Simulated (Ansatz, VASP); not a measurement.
## TaN: VASP beside Ansatz

```
CELL_PARAMETERS angstrom
0.00000 2.21132 2.21132
2.21132 0.00000 2.21132
2.21132 2.21132 0.00000
ATOMIC_POSITIONS crystal
Ta 0.50000 0.50000 0.50000
N 0.00000 0.00000 0.00000
```

Alike in both runs: task relaxation of cell and atoms; functional RPBE; dispersion D3(BJ); k mesh 10 × 10 × 10; occupations fermi-dirac, width 0.05 eV; no spin polarisation.

|  | VASP | Ansatz |
| --- | --- | --- |
| version | VASP 6.6.1 | Ansatz 0.2.0 |
| potentials or method | VASP PAW PBE potentials, release 64 (Ta_pv, N) | Ansatz PAW |
| plane-wave cutoff (eV) | 600 | 420 |
| valence electrons in the cell | 16 | 18 |

Ansatz gave:

* relaxed volume (Å³/atom): 9.64
* relaxed cell length with the largest relative difference (Å): 3.010

Task: Which values does VASP return?

Result: Relaxed volume (Å³/atom): 9.67; relaxed cell length with the largest relative difference (Å): 3.013.

VASP's potentials were made for PBE, not for RPBE. VASP's potentials hold 16 valence electrons a cell and Ansatz's 18, so a difference there can come from the potentials and not from the codes.

Neither program's run includes spin-orbit coupling. Noted on Ansatz's run: the plane-wave basis is chosen anew once the cell has moved, so the energies of steps on either side of that aren't comparable.
